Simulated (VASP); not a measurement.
Input of a VASP 6.6.1 run:

Contents of INCAR:

```
SYSTEM = Ba
PREC = Accurate ; ENCUT = 520
EDIFF = 1E-6 ; ISMEAR = 0
SIGMA = 0.15 ; LREAL = .False.
LASPH = .True. ; NELM = 60
ALGO = Fast ; ISIF = 2
LWAVE = .False. ; LCHARG = .True.
GGA = CA ; LELF = .True.
LVHAR = .True. ; NBANDS = 11
```

Contents of KPOINTS:

```
regular mesh
0
Gamma
  14 14 14
  0 0 0
```

Contents of POSCAR:

```
Ba
1.0
   -2.6562500000      2.3437500000      2.5000000000
    2.6562500000     -2.3437500000      2.5000000000
    2.6562500000      2.3437500000     -2.5000000000
Ba
1
Direct
    0.0000000000      0.0000000000      0.0000000000
```

Potentials or basis: VASP PAW LDA potentials, release 64 (Ba_sv).

Launch:

```sh
$ cat potpaw_LDA.64/Ba_sv/POTCAR > POTCAR
$ mpirun -np 1 vasp_std > vasp.out
```

**Question.** Predict the band gap on the k mesh.

**Answer.** Zero (bands 5 and 6 overlap by 0.86 eV).

**Question.** Predict the pressure.

**Answer.** -1.1 GPa.

Stress tensor (GPa, compression positive):
```
-1.34  0.00  0.00
 0.00 -0.84  0.00
 0.00  0.00 -1.27
```

Caveat: the cell differs from its parent crystal (strain +0.0625 x Voigt [1, -1, 0, 0, 0, 0]); spin-orbit coupling is left out, which moves the levels of the heavy elements.
